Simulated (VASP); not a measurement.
Set up this calculation in VASP 6.6.1, as the native input.

```yaml
Task: single point
Functional: r2SCAN
Potentials_or_basis: VASP PAW PBE potentials, release 64 (Na_pv, I)
Cutoff: 520 eV
k_mesh: 6 × 6 × 6
Occupations: gaussian, width 0.05 eV
Spin: no spin polarisation
Dipole_correction: no
Further_INCAR_settings: ALGO = Normal; EDIFF = 1e-06; NBANDS = 14
```

Crystal: NaI.

```
Na I
1.0
     0.00000    3.23640    3.28495
     3.23640    0.00000    3.28495
     3.23640    3.23640    0.00000
Na I
1 1
Direct
  0.00000 0.00000 0.00000
  0.50000 0.50000 0.50000
```

This cell differs from its parent crystal: strain +0.000 along x and y, +0.015 along z.

The input as run:

POSCAR

```
NaI
1.0
    0.0000000000      3.2364000000      3.2849460000
    3.2364000000      0.0000000000      3.2849460000
    3.2364000000      3.2364000000      0.0000000000
Na I
1 1
Direct
    0.0000000000      0.0000000000      0.0000000000
    0.5000000000      0.5000000000      0.5000000000
```

INCAR.step1

```
ALGO = Normal
EDIFF = 1E-4
ENCUT = 520
GGA = PE
ISMEAR = 0
LASPH = T
LCHARG = F
LREAL = F
LWAVE = T
NBANDS = 14
NELM = 60
PREC = Accurate
SIGMA = 0.05
```

INCAR.step2

```
ALGO = Normal
EDIFF = 1E-6
ENCUT = 520
ISIF = 2
ISMEAR = 0
ISTART = 1
LASPH = T
LCHARG = F
LMIXTAU = T
LREAL = F
LWAVE = F
METAGGA = R2SCAN
NBANDS = 14
NELM = 60
PREC = Accurate
SIGMA = 0.05
```

KPOINTS

```
k-points
0
Gamma
  6 6 6
```

Potentials or basis: VASP PAW PBE potentials, release 64 (Na_pv, I).

Run with:

```bash
$ cat potpaw_PBE.64/Na_pv/POTCAR potpaw_PBE.64/I/POTCAR > POTCAR
$ cp INCAR.step1 INCAR
$ mpirun -np 1 vasp_std > vasp.out
$ cp INCAR.step2 INCAR
$ mpirun -np 1 vasp_std > vasp.out
```

Results of the run:

The pressure is -0.4 GPa and the band gap on the k mesh is 4.38 eV.

Caveat: the cell differs from its parent crystal (strain +0.000 along x and y, +0.015 along z); the PAW data sets were made with another functional, which shifts forces and pressure a little; spin-orbit coupling is left out, which moves the levels of the heavy elements.

It took 46 s on 1 thread of Intel(R) Xeon(R) 6975P-C (Granite Rapids), with other jobs on the host, peak memory 0.22 GiB.
